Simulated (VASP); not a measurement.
MgH2, 3 atoms in the cell. Symmetry: Fm-3m, No. 225, cubic system. Conventional cell: a = 4.762 Å, b = 4.762 Å, c = 4.762 Å, α = 90.00°, β = 90.00°, γ = 90.00°. Within 2.7 Å of Mg (site symmetry m-3m) lie 8 H at 2.06 Å. H (site symmetry -43m) has 4 Mg at 2.06 Å and 6 H at 2.38 Å within 2.7 Å. 

```yaml
Program: VASP 6.6.1
Task: single point
Functional: PBEsol
Potentials_or_basis: VASP PAW PBE potentials, release 64 (Mg, H)
Cutoff: 600 eV
k_mesh: 4 × 4 × 4
Occupations: fermi-dirac, width 0.1 eV
Spin: no spin polarisation
Dipole_correction: no
Further_INCAR_settings: ALGO = Normal; EDIFF = 1e-06; NBANDS = 9
```

Potentials or basis: VASP PAW PBE potentials, release 64 (Mg, H).

Command:

```sh
$ cat potpaw_PBE.64/Mg/POTCAR potpaw_PBE.64/H/POTCAR > POTCAR
$ mpirun -np 1 vasp_std > vasp.out
```

Hardware: 1 thread of Intel(R) Xeon(R) Platinum 8488C (Sapphire Rapids), on a shared host.

Problem. How long does it take, and how much memory?

Solution. Wall time 4.8 s on 1 thread of Intel(R) Xeon(R) Platinum 8488C (Sapphire Rapids), on a shared host, peak memory 0.15 GiB. Counts: scf iterations 11, k points 8.
